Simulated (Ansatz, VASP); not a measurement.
# One calculation of HfO2, two programs

```xyz
3
Lattice="0.0000 2.5292 2.5292 2.5292 0.0000 2.5292 2.5292 2.5292 0.0000" Properties=species:S:1:pos:R:3 pbc="T T T"
Hf    0.0000    0.0000    0.0000
O     1.2646    1.2646    1.2646
O     3.7938    3.7938    3.7938
```

Alike in both runs: task single point; functional r2SCAN; k mesh 6 × 6 × 6; no spin polarisation.

|  | VASP | Ansatz |
| --- | --- | --- |
| version | VASP 6.6.1 | Ansatz 0.2.0 |
| potentials or method | VASP PAW PBE potentials, release 64 (Hf_pv, O) | plane waves |
| plane-wave cutoff (eV) | 660 | 500 |
| occupations | methfessel-paxton of order 1, width 0.05 eV | cold, width 0.05 eV |
| valence electrons in the cell | 22 | 38 |

|  | VASP | Ansatz | Ansatz less VASP |
| --- | --- | --- | --- |
| gap on the k mesh at the Fermi level (eV) | 4.32 | 4.30 | -0.015 |
| pressure (GPa) | -4.3 | 0.0 | +4.31 |

VASP's potentials were made for PBE, not for r2SCAN. VASP's potentials hold 22 valence electrons a cell and Ansatz's 38, so a difference there can come from the potentials and not from the codes.

Spin-orbit coupling is off throughout.
